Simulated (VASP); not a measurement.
Write the native input for VASP 6.6.1 that does the following.

```
Task                   : single point
Functional             : PBE
Potentials or basis    : VASP PAW PBE potentials, release 64 (Ti_sv, O)
Cutoff                 : 600 eV
k mesh                 : 6 × 6 × 6
Occupations            : gaussian, width 0.1 eV
Spin                   : collinear spin
Starting moments       : [1.0, 1.0, 0.0, 0.0, 0.0, 0.0] μB
Hubbard terms          : Ti d U = 4.0 eV
Dipole correction      : no
Further INCAR settings : ALGO = Normal; EDIFF = 1e-06; NBANDS = 37
```

The structure of TiO2 lies in POSCAR:

```
TiO2
1.0
   -1.8925000000      1.8925000000      4.7570000000
    1.8925000000     -1.8925000000      4.7570000000
    1.8925000000      1.8925000000     -4.7570000000
Ti O
2 4
Direct
    0.0000000000      0.0000000000      0.0000000000
    0.7500000000      0.2500000000      0.5000000000
    0.2066000000      0.2066000000      0.0000000000
    0.9566000000      0.4566000000      0.5000000000
    0.5434000000      0.0434000000      0.5000000000
    0.7934000000      0.7934000000      0.0000000000
```

These files were run (other wordings do the same):

INCAR

```
SYSTEM = TiO2
PREC     = Accurate       ! precision mode
ENCUT    = 600            ! plane-wave cutoff, eV
EDIFF    = 1E-6           ! SCF threshold, eV
ISMEAR   = 0              ! smearing method
SIGMA    = 0.1            ! smearing width, eV
LREAL    = .FALSE.        ! projectors in reciprocal space
LASPH    = .TRUE.         ! aspherical terms in the spheres
NELM     = 200            ! most SCF steps
ALGO     = Normal         ! electronic algorithm
ISIF     = 2              ! what is computed and relaxed
LWAVE    = .FALSE.        ! write WAVECAR
LCHARG   = .FALSE.        ! write CHGCAR
ISPIN    = 2              ! spin polarisation
MAGMOM   = 1 1 0 0 0 0    ! initial moments
LORBIT   = 11             ! projections on sites
LMAXMIX  = 4              ! l up to which the mixer works
LDAU     = .TRUE.         ! DFT+U
LDAUTYPE = 2            
LDAUL    = 2 -1           ! shell
LDAUU    = 4 0            ! U, eV
LDAUJ    = 0 0          
LDAUPRINT= 1            
GGA      = PE             ! functional
NBANDS   = 37             ! bands
GGA_COMPAT= .FALSE.
```

KPOINTS

```
Automatic mesh
0
G
  6 6 6
  0 0 0
```

Potentials or basis: VASP PAW PBE potentials, release 64 (Ti_sv, O).

Command:

```sh
$ cat potpaw_PBE.64/Ti_sv/POTCAR potpaw_PBE.64/O/POTCAR > POTCAR
$ mpirun -np 1 vasp_std > vasp.out
```

Results of the run:

```yaml
Pressure: 13.9 GPa
Largest_force: 0.484 eV/Å
Band_gap_on_the_k_mesh: 2.79 eV (least direct gap 3.08 eV)
Net_moment: 0.00 μB per cell
Valence_electrons_inside_the_program's_atomic_spheres: Ti 10.17; O 5.11
```

Caveat: the cell stands under pressure.

Run time: 4.3 min on 1 thread of Oxide Virtual Turin-like Processor (shared host), peak memory 0.43 GiB.
